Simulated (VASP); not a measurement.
# B3H10N3 in VASP: a series of runs

The runs below take B3H10N3 through single point, with PBE.

All numbers are computed with VASP 6.6.1; they aren't measurements. Logs are shortened: lines on timing, memory, paths and dates and some standing lists are left out, and cuts for length are marked.

## Step 1: The cell of the first run

The cell holds a wire with vacuum, 16 atoms: a = 13.000 Å, b = 13.300 Å, c = 3.625 Å, α = 90.00°, β = 90.00°, γ = 90.00°.

## Step 2: Single point, PBE

Input file INCAR:

```
PREC = Accurate
ENCUT = 520
EDIFF = 1E-6
ISMEAR = 0
SIGMA = 0.05
LREAL = Auto
LASPH = T
NELM = 80
ALGO = Normal
ISIF = 2
LWAVE = F
LCHARG = F
GGA = PE
NBANDS = 31
```

Input file KPOINTS:

```
Automatic mesh
0
Gamma
  1 1 9
```

Input file POSCAR:

```
B3H10N3
1.0
   13.0000000000      0.0000000000      0.0000000000
    0.0000000000     13.3000000000      0.0000000000
    0.0000000000      0.0000000000      3.6246970245
B N H
3 3 10
Direct
    0.5386278385      0.5377565339      0.0000000000
    0.5386278385      0.4014897285      0.5000000000
    0.3992164145      0.5377565339      0.5000000000
    0.6083335505      0.4696231312      0.7500000000
    0.4689221265      0.6058899366      0.7500000000
    0.4689221265      0.4696231312      0.2500000000
    0.5914775939      0.5894141896      0.1895459995
    0.5914775939      0.3498320728      0.3104540005
    0.4857780831      0.3498320728      0.6895459995
    0.6536333409      0.5139011218      0.5875320004
    0.6536333409      0.4253451406      0.9124679996
    0.3463666591      0.5894141896      0.3104540005
    0.3463666591      0.4860988782      0.6895459995
    0.5142219169      0.6501679272      0.5875320004
    0.4236223362      0.6501679272      0.9124679996
    0.4236223362      0.4253451406      0.0875320004
```

Potentials or basis: VASP PAW PBE potentials, release 64 (B, N, H).

Started as:

```bash
cat potpaw_PBE.64/B/POTCAR potpaw_PBE.64/N/POTCAR potpaw_PBE.64/H/POTCAR > POTCAR
mpirun -np 1 vasp_std > vasp.out
```

OUTCAR:

```text
PREC = Accurate
   ENCUT = 520
   EDIFF = 1E-6
   ISMEAR = 0
   LREAL = Auto
   LASPH = T
   NELM = 80
   ISIF = 2
   GGA = PE

 ion  position               nearest neighbor table
   1  0.539  0.538  0.000-   7 1.19   5 1.57   6 1.57   4 1.57
   2  0.539  0.401  0.500-   9 1.19   8 1.19   4 1.57   6 1.57
   3  0.399  0.538  0.500-  12 1.19  13 1.19   5 1.57   6 1.57
   4  0.608  0.470  0.750-  10 1.02  11 1.02   1 1.57   2 1.57
   5  0.469  0.606  0.750-  15 1.02  14 1.02   3 1.57   1 1.57
   6  0.469  0.470  0.250-  16 1.02   3 1.57   1 1.57   2 1.57
   7  0.591  0.589  0.190-   1 1.19
   8  0.591  0.350  0.310-   2 1.19
   9  0.486  0.350  0.690-   2 1.19
  10  0.654  0.514  0.588-   4 1.02
  11  0.654  0.425  0.912-   4 1.02
  12  0.346  0.589  0.310-   3 1.19
  13  0.346  0.486  0.690-   3 1.19
  14  0.514  0.650  0.588-   5 1.02
  15  0.424  0.650  0.912-   5 1.02
  16  0.424  0.425  0.088-   6 1.02

  LATTYP: Found a simple orthorhombic cell.
 ALAT       =     3.6246970245
 B/A-ratio  =     3.5865066548
 C/A-ratio  =     3.6692721930

  Lattice vectors:

 A1 = (   0.0000000000,   0.0000000000,   3.6246970245)
 A2 = (  13.0000000000,   0.0000000000,   0.0000000000)
 A3 = (   0.0000000000,  13.3000000000,   0.0000000000)

Analysis of symmetry for initial positions (statically):
=====================================================================
 Subroutine PRICEL returns:
 Original cell was already a primitive cell.

 Routine SETGRP: Setting up the symmetry group for a
 simple orthorhombic supercell.

 Subroutine GETGRP returns: Found  1 space group operations
 (whereof  1 operations were pure point group operations)
 out of a pool of  8 trial point group operations.

The static configuration has the point symmetry C_1 .

Analysis of symmetry for dynamics (positions and initial velocities):
=====================================================================
 Subroutine PRICEL returns:
 Original cell was already a primitive cell.

 Routine SETGRP: Setting up the symmetry group for a
 simple orthorhombic supercell.

 Subroutine GETGRP returns: Found  1 space group operations
 (whereof  1 operations were pure point group operations)
 out of a pool of  8 trial point group operations.

The dynamic configuration has the point symmetry C_1 .

 Subroutine INISYM returns: Found  1 space group operations
 (whereof  1 operations are pure point group operations),
[... 107 lines left out ...]
   NSW    =      0    number of steps for IOM
   IBRION =     -1    ionic relax: 0-MD 1-quasi-New 2-CG
   NFREE  =      0    steps in history (QN), initial steepest desc. (CG)
   ISIF   =      2    stress and relaxation
   ISYM   =      2    0-nonsym 1-usesym 2-fastsym
   POTIM  = 0.5000    time-step for ionic-motion
   TEBEG  =    0.0;   TEEND  =   0.0 temperature during run
   PSTRESS=    0.0 pullay stress
   NELECT =      34.0000    total number of electrons
   NUPDOWN=      -1.0000    fix difference up-down
   EMIN   =  10.00;   EMAX   =-10.00  energy-range for DOS
   EFERMI =   0.00;   METHOD = LEGACY
   ISMEAR =     0;   SIGMA  =   0.05  broadening in eV -4-tet -1-fermi 0-gaus
   EFERMI_NEDOS =   21; number of points for ismear=-14 and -15
   IALGO  =     38    algorithm
   IMIX   =      4    mixing-type and parameters
     AMIX     =   0.40;   BMIX     =  1.00
     AMIX_MAG =   1.60;   BMIX_MAG =  1.00
  volume/ion in A,a.u.               =      39.17       264.33
  Fermi-wavevector in a.u.,A,eV,Ry     =   0.619744  1.171146  5.225759  0.384082
  Thomas-Fermi vector in A             =   1.678649
   LORBIT       =      0    0 simple, 1 ext, 2 COOP (PROOUT), +10 PAW based schemes
   GGA     = PE    functional components
   LHFCALC =     F    Hartree Fock is set to
   AEXX    =    0.0000 exact exchange contribution
   IVDW    =     0    specifies the selected vdW correction
   LEPSILON=     F    determine dielectric tensor
   LRPA    =     F    only Hartree local field effects (RPA)
 non-spin polarized calculation
 Gauss-broadening in eV      SIGMA  =   0.05
  energy-cutoff  :      520.00
  volume of cell :      626.71
 maximum number of plane-waves:     16894
 NGX is ok and might be reduce to    98
   NGX = 49   NGY = 49   NGZ = 13

 number of electron      33.9999988 magnetization

 Free energy of the ion-electron system (eV)
  ---------------------------------------------------
  ext. energy  EPLUGINS =         0.00000000
  ---------------------------------------------------
  free energy    TOTEN  =       -85.09915843 eV

  energy without entropy =      -85.09915843  energy(sigma->0) =      -85.09915843

 E-fermi :  -4.7471     XC(G=0):  -2.1233

 val. band max:       -5.0428094459   @ k =   0.0000   0.0000   0.0000
 cond. band min:      -0.5757974091   @ k =   0.0000   0.0000   0.0000
 fundamental gap:      4.4670120368
 Fermi energy:        -4.7470925408

 k-point     1 :       0.0000    0.0000    0.0000
  band No.  band energies     occupation
      1     -22.6644      2.00000
      2     -21.5714      2.00000
      3     -19.9997      2.00000
      4     -13.0846      2.00000
      5     -12.2292      2.00000
      6     -11.9210      2.00000
[... 149 lines left out ...]
     28       3.9141      0.00000
     29       4.0866      0.00000
 [bands above 29 left out]

------------------------ aborting loop because EDIFF is reached ----------------------------------------

  FORCE on cell =-STRESS in cart. coord.  units (eV):
  Direction    XX          YY          ZZ          XY          YZ          ZX
  --------------------------------------------------------------------------------------
  -------------------------------------------------------------------------------------
  Total        2.5233957      2.5242277      5.7488549     -0.4310887      0.3693569      0.3734869
  in kB        6.4510327      6.4531597     14.6968826     -1.1020735      0.9442567      0.9548151
  external PRESSURE =       9.2003583 kB  Pullay stress =       0.0000000 kB

 VOLUME and BASIS-vectors are now :
 -----------------------------------------------------------------------------
  energy-cutoff  :      520.00
  volume of cell :      626.71
      direct lattice vectors                 reciprocal lattice vectors
    13.000000000  0.000000000  0.000000000     0.076923077  0.000000000  0.000000000
     0.000000000 13.300000000  0.000000000     0.000000000  0.075187970  0.000000000
     0.000000000  0.000000000  3.624697025     0.000000000  0.000000000  0.275885127

 POSITION                                       TOTAL-FORCE (eV/Angst)
 -----------------------------------------------------------------------------------
      7.00216      7.15216      0.00000        -0.579121     -0.582249      0.253095
      7.00216      5.33981      1.81235        -0.275007     -0.506111     -0.549868
      5.18981      7.15216      1.81235        -0.503751     -0.277884     -0.550186
      7.90834      6.24599      2.71852        -0.453770      0.545390     -0.102884
      6.09599      8.05834      2.71852         0.543237     -0.451973     -0.103506
      6.09599      6.24599      0.90617         1.123897      1.127484      0.596649
[... 8 lines left out ...]
      5.50709      8.64723      3.30742        -0.132228     -0.008912      0.058844
      5.50709      5.65709      0.31728        -0.051599     -0.052442      0.001988
 -----------------------------------------------------------------------------------
    total drift:                               -0.000983     -0.001843     -0.000096

  FREE ENERGIE OF THE ION-ELECTRON SYSTEM (eV)
  ---------------------------------------------------
  free  energy   TOTEN  =       -85.0991584258 eV

  energy  without entropy=      -85.0991584258  energy(sigma->0) =      -85.09915843
```

stdout:

```text
POSCAR found type information on POSCAR B N H
 POSCAR found :  3 types and      16 ions
 scaLAPACK will be used
 LDA part: xc-table for (Slater+PW92), standard interpolation
 POSCAR, INCAR and KPOINTS ok, starting setup
 FFT: planning ... GRIDC
 FFT: planning ... GRID_SOFT
 FFT: planning ... GRID
 WAVECAR not read
 entering main loop
```

Wall time 1.9 min (1 thread of Intel Xeon 6975P-C (Granite Rapids), shared host); peak memory 0.58 GiB.

What came out:

- Free energy: -85.0992 eV
- Largest force: 1.700 eV/Å
- Band gap on the k mesh: 4.47 eV, direct

Forces on the atoms (eV/Å):
```
B   -0.579 -0.582  0.253
B   -0.275 -0.506 -0.550
B   -0.504 -0.278 -0.550
N   -0.454  0.545 -0.103
N    0.543 -0.452 -0.104
N    1.124  1.127  0.597
H    0.567  0.568  0.308
H    0.583 -0.488 -0.313
H   -0.209 -0.382  0.286
H    0.273 -0.007  0.042
H   -0.008 -0.133  0.059
H   -0.489  0.584 -0.313
H   -0.382 -0.209  0.286
H   -0.006  0.272  0.042
H   -0.132 -0.009  0.059
H   -0.052 -0.052  0.002
```

## Step 3: Single point, PBE

This run uses another cell than the first one, of 42.71 Å³/atom, 1.090 times its volume.

Input file INCAR:

```
SYSTEM = B3H10N3
ALGO = Normal ; EDIFF = 1E-6
ENCUT = 520 ; GGA = PE
ISIF = 2 ; ISMEAR = 0
LASPH = .TRUE. ; LCHARG = .FALSE.
LREAL = Auto ; LWAVE = .FALSE.
NBANDS = 31 ; NELM = 60
PREC = Accurate ; SIGMA = 0.05
```

Input file KPOINTS:

```
k-points
0
G
  1 1 9
  0 0 0
```

Input file POSCAR:

```
B3H10N3
1.0
   13.0000000000      0.0000000000      0.0000000000
    0.0000000000     13.3000000000      0.0000000000
    0.0000000000      0.0000000000      3.9526764937
B N H
3 3 10
Direct
    0.5397209035      0.5387535667     -0.0032928113
    0.5414150644      0.4019540721      0.4838590979
    0.3997635663      0.5406757969      0.4838131033
    0.6033333414      0.4660804441      0.7593508901
    0.4654888642      0.6010681674      0.7593143267
    0.4759214763      0.4765176913      0.2563209633
    0.5986237903      0.5962360855      0.1436458488
    0.6049296697      0.3548613371      0.3179830949
    0.4844674270      0.3444881543      0.6319439707
    0.6617188161      0.5051404272      0.6460894114
    0.6378411505      0.4146353020      0.9171730356
    0.3517119693      0.6028609344      0.3179310576
    0.3408429073      0.4851370661      0.6318829160
    0.5055773400      0.6580479078      0.6460350476
    0.4129311241      0.6349044030      0.9171416128
    0.4285623449      0.4302962999      0.1178864344
```

Potentials or basis: VASP PAW PBE potentials, release 64 (B, N, H).

Started as:

```bash
cat potpaw_PBE.64/B/POTCAR potpaw_PBE.64/N/POTCAR potpaw_PBE.64/H/POTCAR > POTCAR
mpirun -np 1 vasp_std > vasp.out
```

OUTCAR:

```text
SYSTEM = B3H10N3
   EDIFF = 1E-6
   ENCUT = 520
   GGA = PE
   ISIF = 2
   ISMEAR = 0
   LASPH = .TRUE.
   LREAL = Auto
   NELM = 60
   PREC = Accurate

 ion  position               nearest neighbor table
   1  0.540  0.539  0.997-   7 1.23   6 1.56   4 1.58   5 1.58
   2  0.541  0.402  0.484-   9 1.21   8 1.23   6 1.59   4 1.60
   3  0.400  0.541  0.484-  13 1.21  12 1.23   6 1.59   5 1.60
   4  0.603  0.466  0.759-  10 1.02  11 1.03   1 1.58   2 1.60
   5  0.465  0.601  0.759-  14 1.02  15 1.03   1 1.58   3 1.60
   6  0.476  0.477  0.256-  16 1.03   1 1.56   3 1.59   2 1.59
   7  0.599  0.596  0.144-   1 1.23
   8  0.605  0.355  0.318-   2 1.23
   9  0.484  0.344  0.632-   2 1.21
  10  0.662  0.505  0.646-   4 1.02
  11  0.638  0.415  0.917-   4 1.03
  12  0.352  0.603  0.318-   3 1.23
  13  0.341  0.485  0.632-   3 1.21
  14  0.506  0.658  0.646-   5 1.02
  15  0.413  0.635  0.917-   5 1.03
  16  0.429  0.430  0.118-   6 1.03

  LATTYP: Found a simple orthorhombic cell.
 ALAT       =     3.9526764937
 B/A-ratio  =     3.2889106965
 C/A-ratio  =     3.3648086357

  Lattice vectors:

 A1 = (   0.0000000000,   0.0000000000,   3.9526764937)
 A2 = (  13.0000000000,   0.0000000000,   0.0000000000)
 A3 = (   0.0000000000,  13.3000000000,   0.0000000000)

Analysis of symmetry for initial positions (statically):
=====================================================================
 Subroutine PRICEL returns:
 Original cell was already a primitive cell.

 Routine SETGRP: Setting up the symmetry group for a
 simple orthorhombic supercell.

 Subroutine GETGRP returns: Found  1 space group operations
 (whereof  1 operations were pure point group operations)
 out of a pool of  8 trial point group operations.

The static configuration has the point symmetry C_1 .

Analysis of symmetry for dynamics (positions and initial velocities):
[... 141 lines left out ...]
  Fermi-wavevector in a.u.,A,eV,Ry     =   0.602105  1.137814  4.932529  0.362531
  Thomas-Fermi vector in A             =   1.654589
   LORBIT       =      0    0 simple, 1 ext, 2 COOP (PROOUT), +10 PAW based schemes
   GGA     = PE    functional components
   LHFCALC =     F    Hartree Fock is set to
   AEXX    =    0.0000 exact exchange contribution
   IVDW    =     0    specifies the selected vdW correction
   LEPSILON=     F    determine dielectric tensor
   LRPA    =     F    only Hartree local field effects (RPA)
 non-spin polarized calculation
 Gauss-broadening in eV      SIGMA  =   0.05
  energy-cutoff  :      520.00
  volume of cell :      683.42
 maximum number of plane-waves:     18441
 NGX is ok and might be reduce to    98
   NGX = 49   NGY = 49   NGZ = 15

 number of electron      33.9999998 magnetization

 Free energy of the ion-electron system (eV)
  ---------------------------------------------------
  ext. energy  EPLUGINS =         0.00000000
  ---------------------------------------------------
  free energy    TOTEN  =       -85.56999101 eV

  energy without entropy =      -85.56999101  energy(sigma->0) =      -85.56999101

 E-fermi :  -5.1971     XC(G=0):  -2.0542

 val. band max:       -5.4522571417   @ k =   0.0000   0.0000   0.0000
 cond. band min:      -0.5142400952   @ k =   0.0000   0.0000   0.0000
 fundamental gap:      4.9380170465
 Fermi energy:        -5.1971043611

 k-point     1 :       0.0000    0.0000    0.0000
  band No.  band energies     occupation
      1     -22.4773      2.00000
      2     -21.4209      2.00000
      3     -20.1832      2.00000
      4     -12.7580      2.00000
      5     -12.1738      2.00000
      6     -12.1612      2.00000
[... 149 lines left out ...]
     28       3.3769      0.00000
     29       3.6433      0.00000
 [bands above 29 left out]

------------------------ aborting loop because EDIFF is reached ----------------------------------------

  FORCE on cell =-STRESS in cart. coord.  units (eV):
  Direction    XX          YY          ZZ          XY          YZ          ZX
  --------------------------------------------------------------------------------------
  -------------------------------------------------------------------------------------
  Total       -0.1609309     -0.1582122     -0.0906870      0.0026006     -0.0231313     -0.0234852
  in kB       -0.3772799     -0.3709063     -0.2126029      0.0060967     -0.0542280     -0.0550577
  external PRESSURE =      -0.3202630 kB  Pullay stress =       0.0000000 kB

 VOLUME and BASIS-vectors are now :
 -----------------------------------------------------------------------------
  energy-cutoff  :      520.00
  volume of cell :      683.42
      direct lattice vectors                 reciprocal lattice vectors
    13.000000000  0.000000000  0.000000000     0.076923077  0.000000000  0.000000000
     0.000000000 13.300000000  0.000000000     0.000000000  0.075187970  0.000000000
     0.000000000  0.000000000  3.952676494     0.000000000  0.000000000  0.252993131

 POSITION                                       TOTAL-FORCE (eV/Angst)
 -----------------------------------------------------------------------------------
      7.01637      7.16542      3.93966        -0.001905     -0.002134     -0.008567
      7.03840      5.34599      1.91254        -0.004695      0.008531      0.007908
      5.19693      7.19099      1.91236         0.007886     -0.004378      0.007904
      7.84333      6.19887      3.00147         0.022304     -0.004693     -0.000655
      6.05136      7.99421      3.00132        -0.004125      0.021753     -0.000795
      6.18698      6.33769      1.01315        -0.006510     -0.006349      0.001124
[... 8 lines left out ...]
      5.36810      8.44423      3.62516        -0.004278     -0.002959      0.001637
      5.57131      5.72294      0.46597        -0.005193     -0.005177     -0.003691
 -----------------------------------------------------------------------------------
    total drift:                               -0.000249     -0.000291      0.000778

  FREE ENERGIE OF THE ION-ELECTRON SYSTEM (eV)
  ---------------------------------------------------
  free  energy   TOTEN  =       -85.5699910082 eV

  energy  without entropy=      -85.5699910082  energy(sigma->0) =      -85.56999101
```

It took 2.1 min on 1 thread of Intel Xeon 6975P-C (Granite Rapids), shared host; peak memory 0.61 GiB.

Results:

```yaml
Free_energy: -85.5700 eV
Largest_force: 0.023 eV/Å
Band_gap_on_the_k_mesh: 4.94 eV, direct
```

Forces on the atoms (eV/Å):
```
B   -0.002 -0.002 -0.009
B   -0.005  0.009  0.008
B    0.008 -0.004  0.008
N    0.022 -0.005 -0.001
N   -0.004  0.022 -0.001
N   -0.007 -0.006  0.001
H    0.006  0.006  0.004
H    0.009 -0.006 -0.003
H   -0.005 -0.007  0.004
H    0.000  0.003 -0.006
H   -0.003 -0.004  0.002
H   -0.006  0.009 -0.003
H   -0.007 -0.005  0.004
H    0.003  0.000 -0.006
H   -0.004 -0.003  0.002
H   -0.005 -0.005 -0.004
```

Levels at points of the mesh, in eV from the valence-band top:
```csv
k point,band 13,band 14,band 15,band 16,band 17,band 18,band 19,band 20,band 21,band 22
"(0.00, 0.00, 0.00)",-2.84,-1.09,-0.80,-0.23,0.00,4.94,5.50,6.01,6.51,6.58
```
